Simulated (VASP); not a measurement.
Here is a VASP 6.6.1 calculation.

The input INCAR:

```
SYSTEM = MgO
PREC = Accurate ; ENCUT = 600
EDIFF = 1E-6 ; ISMEAR = 0
SIGMA = 0.05 ; LREAL = .False.
LASPH = .True. ; NELM = 120
ALGO = Normal ; ISIF = 2
LWAVE = .False. ; LCHARG = .False.
NBANDS = 11 ; GGA_COMPAT = .False.
```

The input KPOINTS:

```
Automatic mesh
0
Gamma
  6 6 6
  0 0 0
```

POSCAR

```
MgO
1.0
    0.0000000000      2.1351500000      2.1351500000
    2.1351500000      0.0000000000      2.1351500000
    2.1351500000      2.1351500000      0.0000000000
Mg O
1 1
Direct
    0.0000000000      0.0000000000      0.0000000000
    0.3594946491      0.5000000000      0.5000000000
```

Potentials or basis: VASP PAW LDA potentials, release 64 (Mg, O).

The run is started by

```bash
$ cat potpaw_LDA.64/Mg/POTCAR potpaw_LDA.64/O/POTCAR > POTCAR
$ mpirun -np 1 vasp_std > vasp.out
```

(1) Predict the largest force.

(2) Predict the band gap on the k mesh.

(3) Estimate the pressure.

## Answers

(1) 2.235 eV/Å.

(2) 4.20 eV, direct.

(3) 1.8 GPa.

Caveat: the k points lie up to 0.42 Å⁻¹ apart; the cell differs from its parent crystal (atom 2 (O) moved by (-0.300, -0.300) A along y and z); forces of over 1 eV/Å act on the atoms, so gaps and moduli don't describe the material at rest.
